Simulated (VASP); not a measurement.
Crystal: CdSe.

```
CELL_PARAMETERS angstrom
-0.00898 4.47557 -0.04901
-0.05899 -0.08133 7.49329
8.00710 -0.01628 -0.06440
ATOMIC_POSITIONS crystal
Cd 0.75923 0.39024 0.84601
Cd 0.27205 0.93506 0.66761
Cd 0.78843 0.13216 0.32076
Cd 0.25128 0.58394 0.15971
Se 0.31164 0.57486 0.80995
Se 0.72056 0.06561 0.68356
Se 0.17304 0.91676 0.33715
Se 0.72376 0.40137 0.17524
```

```yaml
Program: VASP 6.6.1
Task: relaxation of cell and atoms
Functional: PBE
Potentials_or_basis: VASP PAW PBE potentials, release 64 (Cd, Se)
Cutoff: 600 eV
k_mesh: 4 × 2 × 2
Occupations: gaussian, width 0.1 eV
Spin: no spin polarisation
```

At the start: pressure 4.5 GPa; volume 33.56 Å³/atom.

Where does the relaxation end?

Over 28 steps the energy falls by 269.4 meV/atom and the volume is 34.44 Å³/atom (+2.6 %); space group P1 (No. 1, to 0.1 Å) before, Pnma (No. 62, to 0.1 Å).

The path:
```csv
step,energy change (eV),largest force (eV/Å),pressure (GPa),volume (Å³)
1,0.0000,5.4208,4.52,268.48
2,-1.2887,0.9466,-2.69,306.56
3,-1.4261,1.1344,-1.42,293.37
4,-1.7228,0.9262,-0.69,282.90
5,-1.8825,0.7535,1.09,268.09
6,-2.0375,0.4276,0.83,268.80
7,-2.0466,0.3548,0.82,269.00
8,-2.1042,0.2348,-0.32,276.61
9,-2.1043,0.2359,-0.35,276.76
10,-2.1200,0.1938,-0.06,274.79
11,-2.1249,0.2298,0.24,272.90
12,-2.1357,0.1756,0.07,274.07
13,-2.1370,0.1566,0.01,274.64
14,-2.1428,0.1049,-0.06,275.19
15,-2.1456,0.0731,-0.14,275.97
16,-2.1482,0.0823,0.14,274.10
17,-2.1482,0.0821,0.13,274.15
18,-2.1505,0.0745,0.02,275.04
19,-2.1507,0.0818,-0.03,275.38
20,-2.1522,0.0439,-0.02,275.54
21,-2.1524,0.0598,-0.03,275.61
22,-2.1538,0.0341,0.05,275.16
23,-2.1540,0.0353,0.08,274.93
24,-2.1544,0.0352,-0.10,276.31
25,-2.1545,0.0309,-0.04,275.84
26,-2.1549,0.0294,0.00,275.61
27,-2.1549,0.0287,0.00,275.62
28,-2.1551,0.0151,0.01,275.54
```

Final structure:
```
CELL_PARAMETERS angstrom
0.00526 4.53968 -0.00090
-0.00250 -0.00107 7.48972
8.10382 0.01257 0.00112
ATOMIC_POSITIONS crystal
Cd 0.75420 0.39638 0.84257
Cd 0.24500 0.89602 0.65700
Cd 0.74914 0.10374 0.34263
Cd 0.25198 0.60357 0.15773
Se 0.25331 0.59135 0.81907
Se 0.74624 0.09111 0.68136
Se 0.24901 0.90921 0.31816
Se 0.75112 0.40862 0.18149
```
